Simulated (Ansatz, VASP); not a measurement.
# Si: VASP beside Ansatz

```xyz
2
Lattice="0.0000 2.6880 2.6880 2.6880 0.0000 2.6880 2.6880 2.6880 0.0000" Properties=species:S:1:pos:R:3 pbc="T T T"
Si    2.6880    2.6880    2.6880
Si    4.0321    4.0321    4.0321
```

Change from the starting cell: volume scaled by 0.97, PAW files.

Alike in both runs: task electric field gradients; functional PBE; k mesh 11 × 11 × 11; occupations fermi-dirac, width 0.08 eV; no spin polarisation.

```csv
,VASP,Ansatz
version,VASP 6.6.1,Ansatz 0.2.0
potentials or method,"VASP PAW PBE potentials, release 64 (Si)","PAW with Ansatz's default frozen-core files, scalar-relativistic"
plane-wave cutoff (eV),520,420
valence electrons in the cell,8,8
```

|  | VASP | Ansatz | Ansatz less VASP |
| --- | --- | --- | --- |
| pressure (GPa) | 5.1 | 5.2 | +0.09 |
